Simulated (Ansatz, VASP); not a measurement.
**Zn3GeN: VASP beside Ansatz**

The input INCAR:

```
PREC = Accurate ; ENCUT = 600
EDIFF = 1E-7 ; ISMEAR = 0
SIGMA = 0.1 ; LREAL = False
LASPH = True ; NELM = 100
ALGO = Normal ; ISIF = 3
LWAVE = False ; LCHARG = False
GGA = PE ; IBRION = 2
NSW = 90 ; EDIFFG = -0.04
```

KPOINTS

```
Automatic mesh
0
Gamma
  4 4 4
```

File POSCAR:

```
Zn3GeN
1.0
    4.4045886200      0.0000000000      0.0000000000
    0.0000000000      4.4045886200      0.0000000000
    0.0000000000      0.0000000000      4.4045886200
Zn Ge N
3 1 1
Direct
    0.5000000000      0.5000000000      0.0000000000
    0.5000000000      0.0000000000      0.5000000000
    0.0000000000      0.5000000000      0.5000000000
    0.0000000000      0.0000000000      0.0000000000
    0.5000000000      0.5000000000      0.5000000000
```

Input for Ansatz:

```yaml
crystal:
  lattice:
    - [4.40458862, 0.0, 0.0]
    - [0.0, 4.40458862, 0.0]
    - [0.0, 0.0, 4.40458862]
  atoms:
    - { symbol: Zn, position: [0.5, 0.5, 0.0] }
    - { symbol: Zn, position: [0.5, 0.0, 0.5] }
    - { symbol: Zn, position: [0.0, 0.5, 0.5] }
    - { symbol: Ge, position: [0.0, 0.0, 0.0] }
    - { symbol: "N", position: [0.5, 0.5, 0.5] }
basis:
  ecutwfc: 420
kpoints:
  mp_grid: { grid: [4, 4, 4] }
hamiltonian:
  xc: pbe
scf:
  occupations: { method: gaussian, width: 0.1 }
  lower_state_search: "off"
output:
  forces: true
  stress: true
  eigenvalues: true
relax:
  adjacent_minimum: "off"
  f_tol: 0.04
  max_steps: 70
  cell: { stress_tol: 0.4 }
```

Change from the starting cell: species swapped into the La3AlC type (Pm-3m, No. 221).

Alike in both runs: task relaxation of cell and atoms; functional PBE; k mesh 4 × 4 × 4; occupations gaussian, width 0.1 eV; no spin polarisation.

```csv
,VASP,Ansatz
version,VASP 6.6.1,Ansatz 0.2.0
potentials or method,"VASP PAW PBE potentials, release 64 (Zn, Ge_d, N), cutoff 600 eV","scalar-relativistic, plane waves, PAW"
valence electrons in the cell,55,55
```

|  | VASP | Ansatz | Ansatz less VASP |
| --- | --- | --- | --- |
| gap on the k mesh at the Fermi level, each at its own relaxed structure (eV) | none | none | - |
| relaxed volume (Å³/atom) | 14.82 | 14.76 | -0.056 |
| relaxed length of the cell vector where the two differ most in proportion (Å) | 4.200 | 4.195 | -0.0053 |

A gap of «none» marks a metal or a gap that the smearing closes.
